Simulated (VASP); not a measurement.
Input of a VASP 6.6.1 run:

Contents of INCAR:

```
SYSTEM = MgI2
PREC = Accurate
ENCUT = 520
EDIFF = 1E-6
ISMEAR = 0
SIGMA = 0.05
LREAL = .False.
LASPH = .True.
NELM = 100
ALGO = Normal
ISIF = 2
LWAVE = .False.
LCHARG = .False.
GGA = PE
NBANDS = 15
```

The input KPOINTS:

```
regular mesh
0
Gamma
  6 6 4
  0 0 0
```

POSCAR

```
MgI2
1.0
    4.1537001214      0.0000000000      0.0000000000
   -2.0768500607      3.5972098248      0.0000000000
    0.0000000000      0.0000000000      6.8620000000
Mg I
1 2
Direct
   -0.0208494927     -0.0416989854     -0.0218595162
    0.3333333333      0.6666666667      0.7576300000
    0.6666666667      0.3333333333      0.2423700000
```

Potentials or basis: VASP PAW PBE potentials, release 64 (Mg, I).

Command:

```sh
$ cat potpaw_PBE.64/Mg/POTCAR potpaw_PBE.64/I/POTCAR > POTCAR
$ mpirun -np 1 vasp_std > vasp.out
```

Q: Estimate the band gap on the k mesh.

A: 3.27 eV (least direct gap 3.41 eV).

Q: Predict the pressure.

A: 1.6 GPa.

Stress tensor (GPa, compression positive):
```
2.00 0.00 0.00
0.00 1.26 0.25
0.00 0.25 1.56
```

Caveat: the cell differs from its parent crystal (atom 1 (Mg) moved by (-0.150, -0.150) A along y and z); spin-orbit coupling is left out, which moves the levels of the heavy elements; this functional lacks dispersion, which binds layers or chains, so the pressure and a relaxed spacing across them are unreliable. A k mesh can miss the band edges.
